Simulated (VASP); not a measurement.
A run of VASP 6.6.1 is set up as follows.

The input INCAR:

```
SYSTEM = HgTe
ALGO = Normal
EDIFF = 1E-6
ENCUT = 520
GGA = PE
ISIF = 2
ISMEAR = 0
LASPH = .True.
LCHARG = .False.
LREAL = .False.
LWAVE = .False.
NBANDS = 16
NELM = 100
PREC = Accurate
SIGMA = 0.019000000000000003
```

Contents of KPOINTS:

```
k-points
0
Gamma
  7 7 7
  0 0 0
```

File POSCAR:

```
HgTe
1.0
    0.0000000000      3.1800000000      3.1800000000
    3.1800000000      0.0000000000      3.1800000000
    3.1800000000      3.1800000000      0.0000000000
Hg Te
1 1
Direct
    0.0000000000      0.0000000000      0.0000000000
    0.5000000000      0.5000000000      0.5000000000
```

Potentials or basis: VASP PAW PBE potentials, release 64 (Hg, Te).

The run is started by

```sh
$ cat potpaw_PBE.64/Hg/POTCAR potpaw_PBE.64/Te/POTCAR > POTCAR
$ mpirun -np 1 vasp_std > vasp.out
```

(1) What does it give for the pressure?

(2) Estimate the band gap on the k mesh.

## Answers

(1) -3.7 GPa.

(2) zero (band 9 reaches 3.25 eV, above the bottom of band 10 at 1.34 eV).

Caveat: spin-orbit coupling is left out, which moves the levels of the heavy elements.
